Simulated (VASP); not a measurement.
Set up this calculation in VASP 6.6.1, as the native input.

* Task: single point
* Functional: PBE
* Potentials or basis: VASP PAW PBE potentials, release 64 (Ru_pv)
* Cutoff: 500 eV
* k mesh: 18 × 18 × 12
* Occupations: gaussian, width 0.2 eV
* Spin: no spin polarisation
* Dipole correction: no
* Further INCAR settings: ALGO = Normal; EDIFF = 1e-06; NBANDS = 21

The structure of Ru lies in POSCAR:

```
Ru
1.0
    2.7213216620      0.0000000000      0.0000000000
   -1.3606608310      2.3567336911      0.0000000000
    0.0000000000      0.0000000000      4.2943662898
Ru
2
Direct
    0.3333333333      0.6666666667      0.2500000000
    0.6666666667      0.3333333333      0.7500000000
```

These files were run (other wordings do the same):

INCAR

```
SYSTEM = Ru
  ALGO = Normal
  EDIFF = 1E-6
  ENCUT = 500
  GGA = PE
  GGA_COMPAT = .False.
  ISIF = 2
  ISMEAR = 0
  LASPH = .True.
  LCHARG = .False.
  LREAL = .False.
  LWAVE = .False.
  NBANDS = 21
  NELM = 120
  PREC = Accurate
  SIGMA = 0.2
```

KPOINTS

```
k-points
0
Gamma
  18 18 12
  0 0 0
```

Potentials or basis: VASP PAW PBE potentials, release 64 (Ru_pv).

Command:

```console
$ cat potpaw_PBE.64/Ru_pv/POTCAR > POTCAR
$ mpirun -np 1 vasp_std > vasp.out
```

Results of the run:

The pressure is -0.1 GPa and the band gap on the k mesh is zero (bands 14 and 15 overlap by 3.16 eV).

Wall time 2.5 min on 1 thread of Intel Xeon 8259CL, on a shared host, peak memory 0.23 GiB.
